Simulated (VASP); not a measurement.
A run of VASP 6.6.1 is set up as follows.

INCAR

```
  PREC = Accurate
  ENCUT = 520
  EDIFF = 1E-6
  ISMEAR = 0
  SIGMA = 0.1
  LREAL = F
  LASPH = T
  NELM = 60
  ALGO = Normal
  ISIF = 2
  LWAVE = F
  LCHARG = T
  GGA = PS
  LELF = T
  LVHAR = T
  NBANDS = 25
```

Contents of KPOINTS:

```
regular mesh
0
Gamma
  14 14 8
```

Contents of POSCAR:

```
CuO
1.0
    1.9820349006     -1.9885754307      0.0000000000
    1.9820349006      1.9885754307      0.0000000000
    0.0000000000      0.0000000000      5.0860930583
Cu O
2 2
Direct
    0.0000000000      0.5000000000      0.0000000000
    0.5000000000      0.0000000000      0.5000000000
    0.5000000000      0.5000000000      0.2500000000
    0.5000000000      0.5000000000      0.7500000000
```

Potentials or basis: VASP PAW PBE potentials, release 64 (Cu, O).

Run with:

```bash
$ cat potpaw_PBE.64/Cu/POTCAR potpaw_PBE.64/O/POTCAR > POTCAR
$ mpirun -np 1 vasp_std > vasp.out
```

Task: Estimate the pressure.

Result: 11.6 GPa.

Task: Predict the band gap on the k mesh.

Result: Zero (bands 17 and 18 overlap by 1.20 eV).

Stress tensor (GPa, compression positive):
```
11.39  0.00  0.00
 0.00 11.41  0.00
 0.00  0.00 12.15
```

Caveat: the cell stands under pressure; the PAW data sets were made with another functional, which shifts forces and pressure a little; semilocal functionals often make such compounds metallic where correlation or magnetic order opens a gap, which also shifts bond lengths. With open d or f shells a metallic result of PBEsol can be an artefact of self-interaction; +U or a hybrid may open a gap.
